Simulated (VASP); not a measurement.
Here is a VASP 6.6.1 calculation.

File INCAR:

```
SYSTEM = Al8N5
ALGO = Normal ; EDIFF = 1E-7
ENCUT = 520 ; GGA = PE
ISIF = 2 ; ISMEAR = 0
ISYM = 0 ; LASPH = .True.
LCHARG = .False. ; LREAL = .False.
LWAVE = .False. ; NBANDS = 36
NELM = 80 ; PREC = Accurate
SIGMA = 0.1
```

The input KPOINTS:

```
k-points
0
Gamma
  3 3 3
  0 0 0
```

POSCAR

```
Al8N5
1.0
    3.0417663733     -0.0070765197     -5.2992538958
    3.0403177296      0.0066088482      5.2983502327
   -3.0406370359     -5.1982762193     -0.0069413619
Al N
8 5
Direct
    0.3197369057      0.3485471645      0.1704847411
    0.8199545834      0.8487210590      0.1705227047
    0.3278611197      0.3409569727      0.6706766190
    0.8604722440      0.7667363871      0.6289797420
    0.9589661440      0.4248771833      0.3858488199
    0.4139190247      0.9258216314      0.3416639026
    0.8873321491      0.4028211932      0.8145660339
    0.4098252506      0.9252803471      0.8146011215
    0.6380236554      0.0256770810      0.1569726965
    0.1292587144      0.5169571119      0.1569446121
    0.2237255750      0.1050229533      0.3308726480
    0.7265979313      0.6068917947      0.8449799432
    0.2363445788      0.1165292939      0.8450816356
```

Potentials or basis: VASP PAW PBE potentials, release 64 (Al, N).

The run is started by

```bash
$ cat potpaw_PBE.64/Al/POTCAR potpaw_PBE.64/N/POTCAR > POTCAR
$ mpirun -np 1 vasp_std > vasp.out
```

**Question.** Estimate the pressure.

**Answer.** -0.2 GPa.

**Question.** Predict the largest force.

**Answer.** 0.032 eV/Å.

Stress tensor (GPa, compression positive):
```
-0.21  0.01  0.01
 0.01 -0.27 -0.07
 0.01 -0.07 -0.20
```

Caveat: the k points lie up to 0.45 Å⁻¹ apart.
